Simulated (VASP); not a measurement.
Here is a VASP 6.6.1 calculation.

Contents of INCAR:

```
SYSTEM = Te2Mo
AGGAC = 0.0
ALDAC = 0.0
ALGO = Normal
EDIFF = 1E-7
ENCUT = 520
GGA = PE
ISIF = 2
ISMEAR = -1
LASPH = .TRUE.
LCHARG = .FALSE.
LREAL = .FALSE.
LWAVE = .FALSE.
NBANDS = 35
NELM = 100
PREC = Accurate
SIGMA = 0.05
```

Contents of KPOINTS:

```
k-points
0
G
  4 8 1
  0 0 0
```

File POSCAR:

```
Te2Mo
1.0
    6.4037401044      0.0000000000      0.0000000000
    0.0000000000      3.5034527586      0.0000000000
   -0.0863090623      0.0000000000     36.4154728842
Te Mo
4 2
Direct
    0.4292511000      0.7500000000      0.5407035800
    0.5707489000      0.2500000000      0.4592964200
    0.9208478700      0.2500000000      0.5565273200
    0.0791521300      0.7500000000      0.4434726800
    0.1813475600      0.2500000000      0.4974653700
    0.8186524400      0.7500000000      0.5025346300
```

Potentials or basis: VASP PAW PBE potentials, release 64 (Te, Mo_sv).

The run is started by

```sh
$ cat potpaw_PBE.64/Te/POTCAR potpaw_PBE.64/Mo_sv/POTCAR > POTCAR
$ mpirun -np 1 vasp_std > vasp.out
```

(1) Estimate the largest force.

(2) Estimate the band gap on the k mesh.

Results:

(1) 1.452 eV/Å.

(2) zero (bands 26 and 27 overlap by 0.16 eV).

Caveat: there is no dipole correction, which matters where the two faces differ; spin-orbit coupling is left out, which moves the levels of the heavy elements.
